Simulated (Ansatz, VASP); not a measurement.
**Tl in VASP and in Ansatz**

```
Tl
1.0
     3.47970    0.15842   -0.00040
    -1.60265    3.09290    0.00040
    -0.00063    0.00037    5.22259
Tl
2
Direct
  0.32336 0.70831 0.27359
  0.72780 0.30385 0.77358
```

Alike in both runs: functional PBEsol; k mesh 7 × 7 × 4; occupations fermi-dirac, width 0.05 eV; no spin polarisation.

Ansatz relaxed the structure, and its values are those at the end. VASP's run is a single point on that final structure, the one shown.

|  | VASP | Ansatz |
| --- | --- | --- |
| version | VASP 6.6.1 | Ansatz 0.2.0 |
| potentials or method | VASP PAW PBE potentials, release 64 (Tl_d), cutoff 520 eV | all-electron LAPW, scalar-relativistic |

|  | VASP | Ansatz | Ansatz less VASP |
| --- | --- | --- | --- |
| pressure (GPa) | -0.1 | 0.0 | +0.08 |

VASP's potentials were made for PBE, not for PBEsol. Ansatz ran all-electron here, and VASP with PAW potentials.

Neither program's run includes spin-orbit coupling.
